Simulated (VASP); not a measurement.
# Si (Fd-3m) in VASP: density of states with PBE

Aim: the density of states of Si with PBE.

Everything below comes from runs of VASP 6.6.1. Logs are shortened: lines on timing, memory, paths and dates and some standing lists are left out, and cuts for length are marked.

## Step 1: The cell of the first run

The structure is cubic, space group Fd-3m (No. 227). The conventional cell has a = 5.470 Å, b = 5.470 Å, c = 5.470 Å, α = 90.00°, β = 90.00°, γ = 90.00°. Si (site symmetry -43m) has 4 Si at 2.37 Å within 3.1 Å.

## Step 2: Density of states, PBE

Input file POSCAR:

```
Si
1.0
    0.0000000000      2.7348420390      2.7348420390
    2.7348420390      0.0000000000      2.7348420390
    2.7348420390      2.7348420390      0.0000000000
Si
2
Direct
   -0.1250000000     -0.1250000000     -0.1250000000
    0.1250000000      0.1250000000      0.1250000000
```

Input file INCAR.step1:

```
PREC = Accurate ; ENCUT = 520
EDIFF = 1E-6 ; ISMEAR = -1
SIGMA = 0.08 ; LREAL = False
LASPH = True ; NELM = 60
ALGO = Normal ; ISIF = 2
LWAVE = False ; LCHARG = True
GGA = PE ; NBANDS = 11
```

Input file KPOINTS.step1:

```
Automatic mesh
0
Gamma
  12 12 12
```

Input file INCAR.step2:

```
PREC = Accurate ; ENCUT = 520
EDIFF = 1E-6 ; ISMEAR = -5
SIGMA = 0.08 ; LREAL = False
LASPH = True ; NELM = 60
ALGO = Normal ; ISIF = 2
LWAVE = False ; LCHARG = False
GGA = PE ; LORBIT = 10
NEDOS = 2001 ; ICHARG = 11
```

Input file KPOINTS.step2:

```
Automatic mesh
0
Gamma
  18 18 18
```

Potentials or basis: VASP PAW PBE potentials, release 64 (Si).

On the command line:

```
cat potpaw_PBE.64/Si/POTCAR > POTCAR
cp INCAR.step1 INCAR
cp KPOINTS.step1 KPOINTS
mpirun -np 1 vasp_std > vasp.out
cp INCAR.step2 INCAR
cp KPOINTS.step2 KPOINTS
mpirun -np 1 vasp_std > vasp.out
```

OUTCAR:

```text
PREC = Accurate
   ENCUT = 520
   EDIFF = 1E-6
   ISMEAR = -5
   LREAL = False
   LASPH = True
   NELM = 60
   ISIF = 2
   GGA = PE
   LORBIT = 10
   ICHARG = 11

 ion  position               nearest neighbor table
   1  0.875  0.875  0.875-   2 2.37   2 2.37   2 2.37   2 2.37
   2  0.125  0.125  0.125-   1 2.37   1 2.37   1 2.37   1 2.37

  LATTYP: Found a face centered cubic cell.
 ALAT       =     5.4696840780

  Lattice vectors:

 A1 = (   0.0000000000,   2.7348420390,   2.7348420390)
 A2 = (   2.7348420390,   0.0000000000,   2.7348420390)
 A3 = (   2.7348420390,   2.7348420390,   0.0000000000)

Analysis of symmetry for initial positions (statically):
=====================================================================
 Subroutine PRICEL returns:
 Original cell was already a primitive cell.

 Routine SETGRP: Setting up the symmetry group for a
 face centered cubic supercell.

 Subroutine GETGRP returns: Found 48 space group operations
 (whereof 12 operations were pure point group operations)
 out of a pool of 48 trial point group operations.

The static configuration has the point symmetry D_3d.
 The point group associated with its full space group is O_h .

Analysis of symmetry for dynamics (positions and initial velocities):
=====================================================================
 Subroutine PRICEL returns:
 Original cell was already a primitive cell.

 Routine SETGRP: Setting up the symmetry group for a
 face centered cubic supercell.

 Subroutine GETGRP returns: Found 48 space group operations
 (whereof 12 operations were pure point group operations)
 out of a pool of 48 trial point group operations.

The dynamic configuration has the point symmetry D_3d.
 The point group associated with its full space group is O_h .

 Subroutine INISYM returns: Found 48 space group operations
 (whereof 12 operations are pure point group operations),
 and found     1 'primitive' translations

----------------------------------------------------------------------------------------

                                     Primitive cell

  volume of cell :      40.9097

  direct lattice vectors                    reciprocal lattice vectors
     0.000000000  2.734842039  2.734842039    -0.182825916  0.182825916  0.182825916
     2.734842039  0.000000000  2.734842039     0.182825916 -0.182825916  0.182825916
     2.734842039  2.734842039  0.000000000     0.182825916  0.182825916 -0.182825916

  length of vectors
     3.867650703  3.867650703  3.867650703     0.316663775  0.316663775  0.316663775

  position of ions in fractional coordinates (direct lattice)
     0.875000000  0.875000000  0.875000000
     0.125000000  0.125000000  0.125000000

  ion indices of the primitive-cell ions
   primitive index   ion index
                 1           1
                 2           2

----------------------------------------------------------------------------------------

 KPOINTS: Automatic mesh

Automatic generation of k-mesh.
 Grid dimensions read from file:
 generate k-points for:   18   18   18

 Generating k-lattice:

  Cartesian coordinates                     Fractional coordinates (reciprocal lattice)
    -0.010156995  0.010156995  0.010156995     0.055555556  0.000000000  0.000000000
     0.010156995 -0.010156995  0.010156995     0.000000000  0.055555556  0.000000000
     0.010156995  0.010156995 -0.010156995     0.000000000  0.000000000  0.055555556

  Length of vectors
     0.017592432  0.017592432  0.017592432

  Shift w.r.t. Gamma in fractional coordinates (k-lattice)
     0.000000000  0.000000000  0.000000000

 TETIRR: Found    806 inequivalent tetrahedra from    34992

 Subroutine IBZKPT returns following result:
 ===========================================

 Found    195 irreducible k-points:

 Following reciprocal coordinates:
            Coordinates               Weight
  0.000000  0.000000  0.000000      1.000000
  0.055556  0.000000  0.000000      8.000000
  0.111111  0.000000  0.000000      8.000000
  0.166667  0.000000  0.000000      8.000000
  0.222222  0.000000  0.000000      8.000000
  0.277778  0.000000  0.000000      8.000000
[... 16 lines left out ...]
 -0.277778  0.055556  0.000000     24.000000
 -0.222222  0.055556  0.000000     24.000000
 [... further k-points ...]
   k-points           NKPTS =    195   k-points in BZ     NKDIM =    195   number of bands    NBANDS=      8
   number of dos      NEDOS =   2001   number of ions     NIONS =      2
   total plane-waves  NPLWV =  27000
   dimension x,y,z NGX =    30 NGY =   30 NGZ =   30
   dimension x,y,z NGXF=    60 NGYF=   60 NGZF=   60
   ions per type =               2
   NGX,Y,Z   is equivalent  to a cutoff of  12.90, 12.90, 12.90 a.u.
   NGXF,Y,Z  is equivalent  to a cutoff of  25.79, 25.79, 25.79 a.u.
 SYSTEM =  unknown system
   PREC   = accura    normal or accurate (medium, high low for compatibility)
   ISTART =      0    job   : 0-new  1-cont  2-samecut
   ICHARG =     11    charge: 1-file 2-atom 10-const
   ISPIN  =      1    spin polarized calculation?
   LNONCOLLINEAR =      F non collinear calculations
   LSORBIT =      F    spin-orbit coupling
   LASPH  =      T    aspherical Exc in radial PAW
   ENCUT  =  520.0 eV  38.22 Ry    6.18 a.u.   7.19  7.19  7.19*2*pi/ulx,y,z
   NELM   =     60;   NELMIN=  2; NELMDL=  0     # of ELM steps
   EDIFF  = 0.1E-05   stopping-criterion for ELM
   LREAL  =      F    real-space projection
   EDIFFG = 0.1E-04   stopping-criterion for IOM
   NSW    =      0    number of steps for IOM
   IBRION =     -1    ionic relax: 0-MD 1-quasi-New 2-CG
   NFREE  =      0    steps in history (QN), initial steepest desc. (CG)
   ISIF   =      2    stress and relaxation
   ISYM   =      2    0-nonsym 1-usesym 2-fastsym
   POTIM  = 0.5000    time-step for ionic-motion
   TEBEG  =    0.0;   TEEND  =   0.0 temperature during run
   PSTRESS=    0.0 pullay stress
   NELECT =       8.0000    total number of electrons
   NUPDOWN=      -1.0000    fix difference up-down
   EMIN   =  10.00;   EMAX   =-10.00  energy-range for DOS
   EFERMI =   0.00;   METHOD = LEGACY
   ISMEAR =    -5;   SIGMA  =   0.08  broadening in eV -4-tet -1-fermi 0-gaus
   EFERMI_NEDOS =   21; number of points for ismear=-14 and -15
   IALGO  =     38    algorithm
   IMIX   =      4    mixing-type and parameters
     AMIX     =   0.40;   BMIX     =  1.00
     AMIX_MAG =   1.60;   BMIX_MAG =  1.00
  volume/ion in A,a.u.               =      20.45       138.04
  Fermi-wavevector in a.u.,A,eV,Ry     =   0.950231  1.795676 12.285233  0.902939
  Thomas-Fermi vector in A             =   2.078588
   LORBIT       =     10    0 simple, 1 ext, 2 COOP (PROOUT), +10 PAW based schemes
   GGA     = PE    functional components
   LHFCALC =     F    Hartree Fock is set to
   AEXX    =    0.0000 exact exchange contribution
   IVDW    =     0    specifies the selected vdW correction
   LEPSILON=     F    determine dielectric tensor
   LRPA    =     F    only Hartree local field effects (RPA)
 non-spin polarized calculation
 Fermi weights with tetrahedron method with Bloechl corrections
  energy-cutoff  :      520.00
  volume of cell :       40.91
 maximum number of plane-waves:      1118
 NGX is ok and might be reduce to    30

 number of electron       8.0000000 magnetization

 Free energy of the ion-electron system (eV)
  ---------------------------------------------------
  ext. energy  EPLUGINS =         0.00000000
  ---------------------------------------------------
  free energy    TOTEN  =       -10.84992884 eV

  energy without entropy =      -10.84992884  energy(sigma->0) =      -10.84992884

 E-fermi :   5.6161     XC(G=0):  -9.3254

 val. band max:        5.6105408555   @ k =   0.0000   0.0000   0.0000
 cond. band min:       6.2350433255   @ k =   0.4444   0.4444   0.0000
 fundamental gap:      0.6245024701
 Fermi energy:         5.6160705096

 k-point     1 :       0.0000    0.0000    0.0000
  band No.  band energies     occupation
      1      -6.2005      2.00000
      2       5.6105      2.00000
      3       5.6105      2.00000
      4       5.6105      2.00000
      5       8.1674      0.00000
      6       8.1674      0.00000
      7       8.1674      0.00000
      8       8.7385      0.00000

 k-point     2 :       0.0556    0.0000    0.0000
  band No.  band energies     occupation
      1      -6.1607      2.00000
      2       5.1779      2.00000
      3       5.5446      2.00000
      4       5.5446      2.00000
      5       8.2107      0.00000
      6       8.2641      0.00000
      7       8.2641      0.00000
      8       9.0597      0.00000

 k-point     3 :       0.1111    0.0000    0.0000
  band No.  band energies     occupation
      1      -6.0420      2.00000
      2       4.2716      2.00000
      3       5.3785      2.00000
      4       5.3785      2.00000
      5       8.0986      0.00000
      6       8.5094      0.00000
      7       8.5094      0.00000
      8       9.8975      0.00000

 k-point     4 :       0.1667    0.0000    0.0000
  band No.  band energies     occupation
      1      -5.8460      2.00000
      2       3.2479      2.00000
      3       5.1701      2.00000
      4       5.1701      2.00000
      5       7.8947      0.00000
      6       8.8024      0.00000
      7       8.8024      0.00000
      8      10.8846      0.00000

 k-point     5 :       0.2222    0.0000    0.0000
  band No.  band energies     occupation
      1      -5.5764      2.00000
      2       2.2228      2.00000
      3       4.9620      2.00000
      4       4.9620      2.00000
      5       7.6737      0.00000
      6       9.0335      0.00000
      7       9.0335      0.00000
      8      11.8791      0.00000
[... 177 lines left out ...]
 k-point    22 :      -0.3333    0.0556    0.0000
  band No.  band energies     occupation
      1      -4.6798      2.00000
      2       0.0804      2.00000
      3       4.1557      2.00000
      4       4.6723      2.00000
      5       7.5242      0.00000
      6       9.0697      0.00000
      7       9.1926      0.00000
      8      13.1241      0.00000

 k-point    23 :      -0.2778    0.0556    0.0000
  band No.  band energies     occupation
      1      -5.0808      2.00000
      2       0.9420      2.00000
      3       4.2620      2.00000
      4       4.8528      2.00000
      5       7.6727      0.00000
      6       9.0526      0.00000
      7       9.2839      0.00000
      8      12.5189      0.00000

 k-point    24 :      -0.2222    0.0556    0.0000
  band No.  band energies     occupation
      1      -5.4366      2.00000
      2       1.8893      2.00000
      3       4.4198      2.00000
      4       5.0569      2.00000
      5       7.8578      0.00000
      6       8.9440      0.00000
      7       9.2592      0.00000
      8      11.8672      0.00000

 [... further k-points ...]
[... 5 lines left out ...]
  --------------------------------------------------------------------------------------
  -------------------------------------------------------------------------------------
  Total       -0.0134309     -0.0134309     -0.0134309     -0.0000000      0.0000000      0.0000000
  in kB       -0.5260023     -0.5260023     -0.5260023     -0.0000000      0.0000000      0.0000000
  external PRESSURE =      -0.5260023 kB  Pullay stress =       0.0000000 kB

 VOLUME and BASIS-vectors are now :
 -----------------------------------------------------------------------------
  energy-cutoff  :      520.00
  volume of cell :       40.91
      direct lattice vectors                 reciprocal lattice vectors
     0.000000000  2.734842039  2.734842039    -0.182825916  0.182825916  0.182825916
     2.734842039  0.000000000  2.734842039     0.182825916 -0.182825916  0.182825916
     2.734842039  2.734842039  0.000000000     0.182825916  0.182825916 -0.182825916

 POSITION                                       TOTAL-FORCE (eV/Angst)
 -----------------------------------------------------------------------------------
      4.78597      4.78597      4.78597         0.000000     -0.000000      0.000000
      0.68371      0.68371      0.68371        -0.000000      0.000000     -0.000000
 -----------------------------------------------------------------------------------
    total drift:                               -0.000000      0.000000      0.000000

  FREE ENERGIE OF THE ION-ELECTRON SYSTEM (eV)
  ---------------------------------------------------
  free  energy   TOTEN  =       -10.8499288396 eV

  energy  without entropy=      -10.8499288396  energy(sigma->0) =      -10.84992884

 total charge

# of ion       s       p       d       tot
------------------------------------------
    1        0.751   0.927   0.000   1.678
    2        0.751   0.927   0.000   1.678
--------------------------------------------------
tot          1.502   1.855   0.000   3.357
```

Wall time 91 s (1 thread of AMD EPYC 7R43 (Zen 3), shared host); peak memory 0.15 GiB.

Results:

- Valence electrons inside the program's atomic spheres: Si 1.68
